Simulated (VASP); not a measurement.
The system is Sb.

```
Sb
1.0
     3.05866    0.00000    0.00000
     0.00000    4.25877    0.00000
    -0.03812    0.00000    4.31591
Sb
2
Cartesian
  0.0256 1.0647 1.0409
  2.9949 3.1941 3.2751
```

Base run:

| Quantity | Value |
| --- | --- |
| Program | VASP 6.6.1 |
| Functional | r2SCAN |
| Potentials or basis | VASP PAW PBE potentials, release 64 (Sb) |
| Cutoff | 520 eV |
| k mesh | 9 × 6 × 6 |
| Occupations | fermi-dirac, width 0.05 eV |
| Spin | no spin polarisation |

Its results: band gap on the k mesh zero (band 5 reaches 13.62 eV, above the bottom of band 6 at 4.14 eV); pressure 3.2 GPa; largest force 0.145 eV/Å.

Problem. The run is repeated on the same cell with these changes: functional from r2SCAN to PBEsol. What comes out?

Solution. Band gap on the k mesh zero (band 5 reaches 13.22 eV, above the bottom of band 6 at 4.29 eV); pressure 1.6 GPa; largest force 0.153 eV/Å.

Caveats: the PAW data sets were made with another functional, which shifts forces and pressure a little; spin-orbit coupling is left out, which moves the levels of the heavy elements.
